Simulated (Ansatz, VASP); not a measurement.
**Be3CdF2 in VASP and in Ansatz**

Contents of INCAR:

```
SYSTEM = Be3CdF2
ALGO = Normal
EDIFF = 1E-6
ENCUT = 600
GGA = PE
GGA_COMPAT = .False.
ISIF = 2
ISMEAR = 0
LASPH = .True.
LCHARG = .False.
LREAL = .False.
LWAVE = .False.
NBANDS = 29
NELM = 120
PREC = Accurate
SIGMA = 0.1
```

File KPOINTS:

```
k-points
0
Gamma
  12 12 8
  0 0 0
```

File POSCAR:

```
Be3CdF2
1.0
    4.2560073118      0.0000000000      0.0000000000
   -2.1280036559      3.6858104508      0.0000000000
    0.0000000000      0.0000000000      4.7826282565
Be Cd F
3 1 2
Direct
    0.5000000000      0.0000000000      0.5000000000
    0.5000000000      0.5000000000      0.5000000000
    0.0000000000      0.5000000000      0.5000000000
    0.0000000000      0.0000000000      0.0000000000
    0.3333333333      0.6666666667      0.0000000000
    0.6666666667      0.3333333333      0.0000000000
```

Input for Ansatz:

```yaml
crystal:
  lattice:
    - [4.2560073118, 0.0, 0.0]
    - [-2.1280036559, 3.6858104508, 0.0]
    - [0.0, 0.0, 4.7826282565]
  atoms:
    - { symbol: Be, position: [0.5, 0.0, 0.5] }
    - { symbol: Be, position: [0.5, 0.5, 0.5] }
    - { symbol: Be, position: [0.0, 0.5, 0.5] }
    - { symbol: Cd, position: [0.0, 0.0, 0.0] }
    - { symbol: F, position: [0.3333333333, 0.6666666667, 0.0] }
    - { symbol: F, position: [0.6666666667, 0.3333333333, 0.0] }
basis:
  ecutwfc: 420
kpoints:
  mp_grid: { grid: [12, 12, 8] }
  band_path:
    path:
      - [[0.0, 0.0, 0.0], [0.5, 0.0, 0.0], [0.33333333, 0.33333333, 0.0], [0.0, 0.0, 0.0], [0.0, 0.0, 0.5], [0.5, 0.0, 0.5], [0.33333333, 0.33333333, 0.5], [0.0, 0.0, 0.5]]
      - [[0.5, 0.0, 0.5], [0.5, 0.0, 0.0]]
      - [[0.33333333, 0.33333333, 0.5], [0.33333333, 0.33333333, 0.0]]
    npoints: 14
hamiltonian:
  xc: pbe
scf:
  occupations: { method: gaussian, width: 0.1 }
  n_extra_bands: 15
output:
  forces: true
  stress: true
  eigenvalues: true
  populations: true
  dos: { projected: true, de: 0.02, nscf_kmesh: { grid: [18, 18, 12] } }
  bader: true
  write_density: true
  write_potential: true
  elf: true
  volumetric_format: npy
```

Alike in both runs: task single point; functional PBE; k mesh 12 × 12 × 8; occupations gaussian, width 0.1 eV; no spin polarisation.

|  | VASP | Ansatz |
| --- | --- | --- |
| version | VASP 6.6.1 | Ansatz 0.2.0 |
| potentials or method | VASP PAW PBE potentials, release 64 (Be, Cd_sv_GW, F), cutoff 600 eV | scalar-relativistic, plane waves, PAW |
| valence electrons in the cell | 40 | 40 |

|  | VASP | Ansatz | Ansatz less VASP |
| --- | --- | --- | --- |
| gap on the k mesh at the Fermi level (eV) | none | none | - |
| pressure (GPa) | -0.4 | 0.0 | +0.38 |
| traceless stress, the component that is largest in VASP (GPa) | -0.06 | -0.02 | +0.044 |

A gap of «none» marks a metal or a gap that the smearing closes.
